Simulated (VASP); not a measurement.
# DyNi3B2 in VASP: single point with PBE

Aim: the single point of DyNi3B2 with PBE.

All numbers are computed with VASP 6.6.1; they aren't measurements. Logs are shortened: lines on timing, memory, paths and dates and some standing lists are left out, and cuts for length are marked.

### Step 1. The cell of the first run

The typed cell holds 6 atoms: a = 5.017 Å, b = 5.017 Å, c = 3.005 Å, α = 90.00°, β = 90.00°, γ = 120.00°.

### Step 2. Single point, PBE, collinear spin, ferrimagnetic start

Contents of INCAR:

```
SYSTEM = DyNi3B2
PREC     = Accurate       ! precision mode
ENCUT    = 600            ! plane-wave cutoff, eV
EDIFF    = 1E-6           ! SCF threshold, eV
ISMEAR   = -1             ! smearing method
SIGMA    = 0.0492         ! smearing width, eV
LREAL    = .False.        ! projectors in reciprocal space
LASPH    = .True.         ! aspherical terms in the spheres
NELM     = 200            ! most SCF steps
ALGO     = Normal         ! electronic algorithm
ISIF     = 2              ! what is computed and relaxed
LWAVE    = .False.        ! write WAVECAR
LCHARG   = .False.        ! write CHGCAR
ISPIN    = 2              ! spin polarisation
MAGMOM   = 5 0 0 -2 2 -2  ! initial moments
LORBIT   = 11             ! projections on sites
LMAXMIX  = 6              ! l up to which the mixer works
GGA      = PE             ! functional
ISYM     = 0            
NBANDS   = 41             ! bands
GGA_COMPAT= .False.      
KPAR     = 4
```

Contents of KPOINTS:

```
regular mesh
0
Gamma
  6 6 8
  0 0 0
```

Contents of POSCAR:

```
DyNi3B2
1.0
    5.0167631900      0.0000000000      0.0000000000
   -2.5083820900      4.3446491600      0.0000000000
    0.0000000000      0.0000000000      3.0052740900
Dy B Ni
1 2 3
Direct
    0.0000000000      0.0000000000      0.0000000000
    0.3333000000      0.6667000000      0.0000000000
    0.6666000000      0.3333000000      0.0000000000
    0.5000000000      0.0000000000      0.5000000000
    0.5000000000      0.5000000000      0.5000000000
    0.0000000000      0.5000000000      0.5000000000
```

Potentials or basis: VASP PAW PBE potentials, release 64 (Dy, B, Ni).

On the command line:

```console
$ cat potpaw_PBE.64/Dy/POTCAR potpaw_PBE.64/B/POTCAR potpaw_PBE.64/Ni/POTCAR > POTCAR
$ mpirun -np 4 vasp_std > vasp.out
```

OUTCAR:

```text
SYSTEM = DyNi3B2
   PREC = Accurate
   ENCUT = 600
   EDIFF = 1E-6
   ISMEAR = -1
   LREAL = .False.
   LASPH = .True.
   NELM = 200
   ISIF = 2
   ISPIN = 2
   LORBIT = 11
   GGA = PE
   ISYM = 0

 ion  position               nearest neighbor table
   1  0.000  0.000  0.000-   4 2.92   4 2.92   4 2.92   4 2.92   5 2.92   5 2.92   5 2.92   5 2.92
                             6 2.92   6 2.92   6 2.92   6 2.92
   2  0.333  0.667  0.000-   6 2.09   6 2.09   4 2.09   4 2.09   5 2.09   5 2.09
   3  0.667  0.333  0.000-   5 2.09   5 2.09   4 2.09   4 2.09   6 2.09   6 2.09
   4  0.500  0.000  0.500-   2 2.09   2 2.09   3 2.09   3 2.09   6 2.51   6 2.51   5 2.51   5 2.51
                             1 2.92   1 2.92   1 2.92   1 2.92
   5  0.500  0.500  0.500-   3 2.09   3 2.09   2 2.09   2 2.09   6 2.51   6 2.51   4 2.51   4 2.51
                             1 2.92   1 2.92   1 2.92   1 2.92
   6  0.000  0.500  0.500-   2 2.09   2 2.09   3 2.09   3 2.09   5 2.51   5 2.51   4 2.51   4 2.51
                             1 2.92   1 2.92   1 2.92   1 2.92

IMPORTANT INFORMATION: All symmetrisations will be switched off!
NOSYMM: (Re-)initialisation of all symmetry stuff for point group C_1.

----------------------------------------------------------------------------------------

                                     Primitive cell

  volume of cell :      65.5032

  direct lattice vectors                    reciprocal lattice vectors
     5.016763190  0.000000000  0.000000000     0.199331713  0.115084114  0.000000000
    -2.508382090  4.344649160  0.000000000     0.000000000  0.230168182  0.000000000
     0.000000000  0.000000000  3.005274090     0.000000000  0.000000000  0.332748352

  length of vectors
     5.016763190  5.016767588  3.005274090     0.230168384  0.230168182  0.332748352

  position of ions in fractional coordinates (direct lattice)
     0.000000000  0.000000000  0.000000000
     0.333300000  0.666700000  0.000000000
     0.666600000  0.333300000  0.000000000
     0.500000000  0.000000000  0.500000000
     0.500000000  0.500000000  0.500000000
     1.000000000  0.500000000  0.500000000

  ion indices of the primitive-cell ions
   primitive index   ion index
                 1           1
                 2           2
                 3           3
                 4           4
                 5           5
                 6           6

----------------------------------------------------------------------------------------

 KPOINTS: regular mesh

Automatic generation of k-mesh.
 Grid dimensions read from file:
 generate k-points for:    6    6    8

 Generating k-lattice:

  Cartesian coordinates                     Fractional coordinates (reciprocal lattice)
     0.033221952  0.019180686  0.000000000     0.166666667  0.000000000  0.000000000
     0.000000000  0.038361364  0.000000000     0.000000000  0.166666667  0.000000000
     0.000000000  0.000000000  0.041593544     0.000000000  0.000000000  0.125000000

  Length of vectors
     0.038361397  0.038361364  0.041593544

  Shift w.r.t. Gamma in fractional coordinates (k-lattice)
     0.000000000  0.000000000  0.000000000

 Subroutine IBZKPT returns following result:
 ===========================================

 Found    148 irreducible k-points:

 Following reciprocal coordinates:
            Coordinates               Weight
  0.000000  0.000000  0.000000      1.000000
  0.166667  0.000000  0.000000      2.000000
  0.000000  0.166667  0.000000      2.000000
 -0.166667  0.166667  0.000000      2.000000
  0.333333  0.000000  0.000000      2.000000
  0.000000  0.333333  0.000000      2.000000
[... 16 lines left out ...]
  0.000000  0.166667  0.125000      2.000000
 -0.166667  0.166667  0.125000      2.000000
 [... further k-points ...]
   k-points           NKPTS =    148   k-points in BZ     NKDIM =    148   number of bands    NBANDS=     41
   number of dos      NEDOS =    301   number of ions     NIONS =      6
   total plane-waves  NPLWV =  38400
   dimension x,y,z NGX =    40 NGY =   40 NGZ =   24
   dimension x,y,z NGXF=    80 NGYF=   80 NGZF=   48
   ions per type =               1   2   3
   NGX,Y,Z   is equivalent  to a cutoff of  13.26, 13.26, 13.28 a.u.
   NGXF,Y,Z  is equivalent  to a cutoff of  26.51, 26.51, 26.55 a.u.
 SYSTEM =  DyNi3B2
   PREC   = accura    normal or accurate (medium, high low for compatibility)
   ISTART =      0    job   : 0-new  1-cont  2-samecut
   ICHARG =      2    charge: 1-file 2-atom 10-const
   ISPIN  =      2    spin polarized calculation?
   LNONCOLLINEAR =      F non collinear calculations
   LSORBIT =      F    spin-orbit coupling
   LASPH  =      T    aspherical Exc in radial PAW
   ENCUT  =  600.0 eV  44.10 Ry    6.64 a.u.  10.02 10.02  6.00*2*pi/ulx,y,z
   NELM   =    200;   NELMIN=  2; NELMDL= -5     # of ELM steps
   EDIFF  = 0.1E-05   stopping-criterion for ELM
   LREAL  =      F    real-space projection
   EDIFFG = 0.1E-04   stopping-criterion for IOM
   NSW    =      0    number of steps for IOM
   IBRION =     -1    ionic relax: 0-MD 1-quasi-New 2-CG
   NFREE  =      0    steps in history (QN), initial steepest desc. (CG)
   ISIF   =      2    stress and relaxation
   ISYM   =      0    0-nonsym 1-usesym 2-fastsym
   POTIM  = 0.5000    time-step for ionic-motion
   TEBEG  =    0.0;   TEEND  =   0.0 temperature during run
   PSTRESS=    0.0 pullay stress
   NELECT =      56.0000    total number of electrons
   NUPDOWN=      -1.0000    fix difference up-down
   EMIN   =  10.00;   EMAX   =-10.00  energy-range for DOS
   EFERMI =   0.00;   METHOD = LEGACY
   ISMEAR =    -1;   SIGMA  =   0.05  broadening in eV -4-tet -1-fermi 0-gaus
   EFERMI_NEDOS =   21; number of points for ismear=-14 and -15
   IALGO  =     38    algorithm
   IMIX   =      4    mixing-type and parameters
     AMIX     =   0.40;   BMIX     =  1.00
     AMIX_MAG =   1.60;   BMIX_MAG =  1.00
  volume/ion in A,a.u.               =      10.92        73.67
  Fermi-wavevector in a.u.,A,eV,Ry     =   1.553758  2.936177 32.846694  2.414164
  Thomas-Fermi vector in A             =   2.657943
   LORBIT       =     11    0 simple, 1 ext, 2 COOP (PROOUT), +10 PAW based schemes
   GGA     = PE    functional components
   LHFCALC =     F    Hartree Fock is set to
   AEXX    =    0.0000 exact exchange contribution
   IVDW    =     0    specifies the selected vdW correction
   LEPSILON=     F    determine dielectric tensor
   LRPA    =     F    only Hartree local field effects (RPA)
 spin polarized calculation
  energy-cutoff  :      600.00
  volume of cell :       65.50
 maximum number of plane-waves:      2202
   NGX = 21   NGY = 21   NGZ = 13

 number of electron      55.9999984 magnetization       4.7106230

 Free energy of the ion-electron system (eV)
  ---------------------------------------------------
  ext. energy  EPLUGINS =         0.00000000
  ---------------------------------------------------
  free energy    TOTEN  =       -40.17837885 eV

  energy without entropy =      -40.10841969  energy(sigma->0) =      -40.14339927

 E-fermi :   8.0570     XC(G=0): -12.8747

 val. band max:        8.0505245153   @ k =  -0.1667  -0.1667   0.2500
 cond. band min:       8.0577238194   @ k =   0.5000   0.3333   0.1250
 fundamental gap:      0.0071993042
 Fermi energy:         8.0569558576

 spin component 1

 k-point     1 :       0.0000    0.0000    0.0000
  band No.  band energies     occupation
      1     -38.7804      1.00000
      2     -14.6190      1.00000
      3     -14.6036      1.00000
      4     -14.0191      1.00000
      5      -3.3466      1.00000
      6       1.4400      1.00000
[... 32 lines left out ...]
     39      15.1878      0.00000
     40      15.2064      0.00000

 k-point     2 :       0.1667    0.0000    0.0000
  band No.  band energies     occupation
      1     -38.7802      1.00000
      2     -14.6312      1.00000
      3     -14.6093      1.00000
      4     -14.0196      1.00000
      5      -3.1175      1.00000
      6       0.4945      1.00000
[... 939 lines left out ...]
  band No.  band energies     occupation
      1     -38.7600      1.00000
      2     -14.5930      1.00000
      3     -14.5867      1.00000
      4     -14.2681      1.00000
      5      -2.8729      1.00000
      6       0.5657      1.00000
[... 32 lines left out ...]
     39      14.8933      0.00000
     40      15.4988      0.00000

 [... further k-points ...]

 spin component 2

 k-point     1 :       0.0000    0.0000    0.0000
  band No.  band energies     occupation
      1     -36.7057      1.00000
      2     -13.1914      1.00000
      3     -13.1756      1.00000
      4     -12.4745      1.00000
      5      -3.3251      1.00000
      6       1.4486      1.00000
[... 32 lines left out ...]
     39      15.4245      0.00000
     40      15.4412      0.00000

 k-point     2 :       0.1667    0.0000    0.0000
  band No.  band energies     occupation
      1     -36.7054      1.00000
      2     -13.2088      1.00000
      3     -13.1831      1.00000
      4     -12.4751      1.00000
      5      -3.0888      1.00000
      6       0.5062      1.00000
[... 939 lines left out ...]
  band No.  band energies     occupation
      1     -36.6823      1.00000
      2     -13.1627      1.00000
      3     -13.1596      1.00000
      4     -12.7601      1.00000
      5      -2.8437      1.00000
      6       0.5741      1.00000
[... 32 lines left out ...]
     39      15.3238      0.00000
     40      15.8219      0.00000

 [... further k-points ...]

 [bands above 40 left out]

------------------------ aborting loop because EDIFF is reached ----------------------------------------

  FORCE on cell =-STRESS in cart. coord.  units (eV):
  Direction    XX          YY          ZZ          XY          YZ          ZX
  --------------------------------------------------------------------------------------
  -------------------------------------------------------------------------------------
  Total        1.8770204      1.7679219      3.6543524     -0.0898416      0.0072470     -0.0036144
  in kB       45.9110444     43.2425470     89.3837581     -2.1974837      0.1772591     -0.0884075
  external PRESSURE =      59.5124498 kB  Pullay stress =       0.0000000 kB

 VOLUME and BASIS-vectors are now :
 -----------------------------------------------------------------------------
  energy-cutoff  :      600.00
  volume of cell :       65.50
      direct lattice vectors                 reciprocal lattice vectors
     5.016763190  0.000000000  0.000000000     0.199331713  0.115084114  0.000000000
    -2.508382090  4.344649160  0.000000000     0.000000000  0.230168182  0.000000000
     0.000000000  0.000000000  3.005274090     0.000000000  0.000000000  0.332748352

 POSITION                                       TOTAL-FORCE (eV/Angst)
 -----------------------------------------------------------------------------------
      0.00000      0.00000      0.00000        -0.000722      0.000006     -0.000000
     -0.00025      2.89658      0.00000         0.008077     -0.005068      0.000006
      2.50813      1.44807      0.00000        -0.005191      0.005058     -0.000006
      2.50838      0.00000      1.50264        -0.000402     -0.000007      0.000000
      1.25419      2.17232      1.50264        -0.000881      0.000279     -0.000000
     -1.25419      2.17232      1.50264        -0.000880     -0.000267      0.000000
 -----------------------------------------------------------------------------------
    total drift:                                0.000001      0.000001      0.000001

  FREE ENERGIE OF THE ION-ELECTRON SYSTEM (eV)
  ---------------------------------------------------
  free  energy   TOTEN  =       -40.1783788468 eV

  energy  without entropy=      -40.1084196949  energy(sigma->0) =      -40.14339927

 total charge

# of ion       s       p       d       f       tot
--------------------------------------------------
    1        2.122   5.901   0.651   9.232  17.905
    2        0.701   1.065   0.000   0.000   1.766
    3        0.701   1.065   0.000   0.000   1.766
    4        0.531   0.664   8.399   0.000   9.594
    5        0.531   0.666   8.396   0.000   9.593
    6        0.531   0.664   8.399   0.000   9.594
--------------------------------------------------
tot          5.118  10.025  25.845   9.232  50.219

 magnetization (x)

# of ion       s       p       d       f       tot
--------------------------------------------------
    1        0.007  -0.049   0.030   4.643   4.631
    2       -0.001  -0.005   0.000   0.000  -0.006
    3       -0.001  -0.005   0.000   0.000  -0.006
    4       -0.001   0.001  -0.009   0.000  -0.009
    5       -0.001  -0.001   0.013   0.000   0.010
    6       -0.001   0.001  -0.009   0.000  -0.010
--------------------------------------------------
tot          0.002  -0.058   0.025   4.643   4.612
```

It took 22 min on 4 MPI ranks of AMD EPYC 7R13 (Zen 3), shared host; peak memory 0.81 GiB.

Results:

```
Free energy                                           : -40.1784 eV
Pressure                                              : 6.0 GPa
Largest force                                         : 0.010 eV/Å
Net moment                                            : 4.71 μB per cell
Site moments                                          : Dy +4.63; B -0.01; Ni -0.01, +0.01 (each value once) μB
Valence electrons inside the program's atomic spheres : Dy 17.91; B 1.77; Ni 9.59
```

Forces in eV/Å, atoms in the order of the input:
```
Dy  -0.001  0.000  0.000
B    0.008 -0.005  0.000
B   -0.005  0.005  0.000
Ni   0.000  0.000  0.000
Ni  -0.001  0.000  0.000
Ni  -0.001  0.000  0.000
```

Stress tensor (GPa, compression positive):
```
 4.59 -0.22 -0.01
-0.22  4.32  0.02
-0.01  0.02  8.94
```

Caveat: the magnetic or orbital state may not be the lowest; the cell stands under pressure; spin-orbit coupling is left out, which moves the levels of the heavy elements; semilocal functionals describe open f shells poorly, which spoils levels, moments and volumes. The state reached can hang on the start; a lower one may exist.
